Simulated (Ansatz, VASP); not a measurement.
# Sb: VASP beside Ansatz

```
CELL_PARAMETERS angstrom
3.47180 0.00000 0.00000
-1.73590 3.00667 0.00000
0.00000 0.00000 11.77627
ATOMIC_POSITIONS crystal
Sb 0.00000 0.00000 0.00000
Sb 0.00000 0.00000 0.50000
Sb 0.33333 0.66667 0.25000
Sb 0.66667 0.33333 0.75000
```

Alike in both runs: task single point; functional PBE; k mesh 14 × 14 × 4; occupations fermi-dirac, width 0.1 eV; no spin polarisation.

```csv
,VASP,Ansatz
version,VASP 6.6.1,Ansatz 0.2.0
potentials or method,"VASP PAW PBE potentials, release 64 (Sb), cutoff 520 eV","plane waves (420 eV) with PAW, scalar-relativistic"
valence electrons in the cell,20,60
```

```csv
,VASP,Ansatz,Ansatz less VASP
pressure (GPa),-5.3,-5.1,+0.11
"traceless stress, the component that is largest in VASP (GPa)",0.15,0.14,-0.006
```

With one functional, cell and mesh, what is left measures potentials, basis and numerics. VASP's potentials hold 20 valence electrons a cell and Ansatz's 60, so a difference there can come from the potentials and not from the codes.

Spin-orbit coupling is off throughout.
